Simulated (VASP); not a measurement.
A run of VASP 6.6.1 is set up as follows.

The input INCAR:

```
SYSTEM = CdF2
PREC = Accurate
ENCUT = 520
EDIFF = 1E-7
ISMEAR = 0
SIGMA = 0.05
LREAL = .FALSE.
LASPH = .TRUE.
NELM = 100
ALGO = Normal
ISIF = 2
LWAVE = .FALSE.
LCHARG = .FALSE.
GGA = PE
NBANDS = 20
```

The input KPOINTS:

```
Automatic mesh
0
G
  8 8 8
  0 0 0
```

Contents of POSCAR:

```
CdF2
1.0
    0.0000000000      2.8144456902      2.5977333721
    2.8144456902      0.0000000000      2.5977333721
    2.8144456902      2.8144456902      0.0000000000
Cd F
1 2
Direct
    0.0000000000      0.0000000000      0.0000000000
    0.2500000000      0.2500000000      0.2500000000
    0.7500000000      0.7500000000      0.7500000000
```

Potentials or basis: VASP PAW PBE potentials, release 64 (Cd, F).

The run is started by

```bash
$ cat potpaw_PBE.64/Cd/POTCAR potpaw_PBE.64/F/POTCAR > POTCAR
$ mpirun -np 1 vasp_std > vasp.out
```

(1) Estimate the pressure.

(2) Estimate the band gap on the k mesh.

Answers

(1) 0.5 GPa.

(2) 2.67 eV, indirect (least direct gap 3.21 eV).
